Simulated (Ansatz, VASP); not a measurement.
**One calculation of KF, two programs**

INCAR

```
PREC = Accurate
ENCUT = 520
EDIFF = 1E-6
ISMEAR = 0
SIGMA = 0.1
LREAL = False
LASPH = True
NELM = 100
ALGO = Normal
ISIF = 2
LWAVE = False
LCHARG = False
GGA = PE
NBANDS = 15
```

Contents of KPOINTS:

```
Automatic mesh
0
Gamma
  6 6 6
```

POSCAR

```
KF
1.0
    0.0000000000      2.5963606195      2.5963606195
    2.5963606195      0.0000000000      2.5963606195
    2.5963606195      2.5963606195      0.0000000000
K F
1 1
Direct
    0.0000000000      0.0000000000      0.0000000000
    0.5000000000      0.5000000000      0.5000000000
```

Input for Ansatz:

```yaml
crystal:
  lattice:
    - [0.0, 2.5963606195, 2.5963606195]
    - [2.5963606195, 0.0, 2.5963606195]
    - [2.5963606195, 2.5963606195, 0.0]
  atoms:
    - { symbol: K, position: [0.0, 0.0, 0.0] }
    - { symbol: F, position: [0.5, 0.5, 0.5] }
basis:
  ecutwfc: 420
kpoints:
  mp_grid: { grid: [6, 6, 6] }
hamiltonian:
  xc: pbe
scf:
  occupations: { method: gaussian, width: 0.1 }
output:
  forces: true
  stress: true
  eigenvalues: true
```

Alike in both runs: task single point; functional PBE; k mesh 6 × 6 × 6; occupations gaussian, width 0.1 eV; no spin polarisation.

|  | VASP | Ansatz |
| --- | --- | --- |
| version | VASP 6.6.1 | Ansatz 0.2.0 |
| potentials or method | VASP PAW PBE potentials, release 64 (K_sv, F), cutoff 520 eV | scalar-relativistic, plane waves, PAW |
| valence electrons in the cell | 16 | 16 |

|  | VASP | Ansatz | Ansatz less VASP |
| --- | --- | --- | --- |
| gap on the k mesh at the Fermi level (eV) | 6.64 | 6.66 | +0.019 |
| least direct gap on the mesh (eV) | 6.64 | 6.66 | +0.019 |
| pressure (GPa) | 5.2 | 5.1 | -0.14 |
